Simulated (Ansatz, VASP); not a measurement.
## One calculation of CO2, two programs

INCAR

```
SYSTEM = CO2
PREC = Accurate
ENCUT = 520
EDIFF = 1E-7
ISMEAR = 0
SIGMA = 0.05
LREAL = .FALSE.
LASPH = .TRUE.
NELM = 100
ALGO = Normal
ISIF = 2
LWAVE = .FALSE.
LCHARG = .TRUE.
GGA = PE
LELF = .TRUE.
LVHAR = .TRUE.
NBANDS = 44
```

The input KPOINTS:

```
Automatic mesh
0
G
  4 4 4
  0 0 0
```

POSCAR

```
CO2
1.0
    5.9611494137      0.0000000000      0.0000000000
    0.0000000000      5.9611494137      0.0000000000
    0.0000000000      0.0000000000      6.2556301947
C O
4 8
Direct
    0.0000000000      0.0000000000      0.0000000000
    0.5000000000      0.0000000000      0.5000000000
    0.5000000000      0.5000000000      0.0000000000
    0.0000000000      0.5000000000      0.5000000000
    0.1114834447      0.1114834447      0.1114834447
    0.3885165553      0.8885165553      0.6114834447
    0.6114834447      0.3885165553      0.8885165553
    0.8885165553      0.6114834447      0.3885165553
    0.8885165553      0.8885165553      0.8885165553
    0.6114834447      0.1114834447      0.3885165553
    0.3885165553      0.6114834447      0.1114834447
    0.1114834447      0.3885165553      0.6114834447
```

Input for Ansatz:

```yaml
crystal:
  lattice:
    - [5.9611494137, 0.0, 0.0]
    - [0.0, 5.9611494137, 0.0]
    - [0.0, 0.0, 6.2556301947]
  atoms:
    - { symbol: C, position: [0.0, 0.0, 0.0] }
    - { symbol: C, position: [0.5, 0.0, 0.5] }
    - { symbol: C, position: [0.5, 0.5, 0.0] }
    - { symbol: C, position: [0.0, 0.5, 0.5] }
    - { symbol: O, position: [0.1114834447, 0.1114834447, 0.1114834447] }
    - { symbol: O, position: [0.3885165553, 0.8885165553, 0.6114834447] }
    - { symbol: O, position: [0.6114834447, 0.3885165553, 0.8885165553] }
    - { symbol: O, position: [0.8885165553, 0.6114834447, 0.3885165553] }
    - { symbol: O, position: [0.8885165553, 0.8885165553, 0.8885165553] }
    - { symbol: O, position: [0.6114834447, 0.1114834447, 0.3885165553] }
    - { symbol: O, position: [0.3885165553, 0.6114834447, 0.1114834447] }
    - { symbol: O, position: [0.1114834447, 0.3885165553, 0.6114834447] }
basis:
  ecutwfc: 520.0
kpoints:
  mp_grid: { grid: [4, 4, 4] }
hamiltonian:
  xc: pbe
scf:
  occupations: { method: gaussian, width: 0.05 }
output:
  forces: true
  stress: true
  eigenvalues: true
```

Alike in both runs: task single point; functional PBE; k mesh 4 × 4 × 4; occupations gaussian, width 0.05 eV; no spin polarisation.

|  | VASP | Ansatz |
| --- | --- | --- |
| version | VASP 6.6.1 | Ansatz 0.2.0 |
| potentials or method | VASP PAW PBE potentials, release 64 (C, O), cutoff 520 eV | scalar-relativistic, plane waves, PAW |
| valence electrons in the cell | 64 | 64 |

Ansatz gave:

- gap on the k mesh at the Fermi level (eV): 6.60
- least direct gap on the mesh (eV): 6.60
- pressure (GPa): -0.1
- traceless stress, the component that is largest in VASP (GPa): -0.11
- rms of the force components (eV/Å): 0.029

Question: Estimate VASP's values.

Answer: gap on the k mesh at the Fermi level (eV): 6.58; least direct gap on the mesh (eV): 6.58; pressure (GPa): 1.1; traceless stress, the component that is largest in VASP (GPa): -0.02; rms of the force components (eV/Å): 0.270.

Atom by atom the forces differ by 0.299 eV/Å (rms over components). One of these differences is far larger than is usual between the two programs; its cause wasn't traced.

Noted on VASP's run: the standard files for N, O and F lose accuracy on very short bonds.
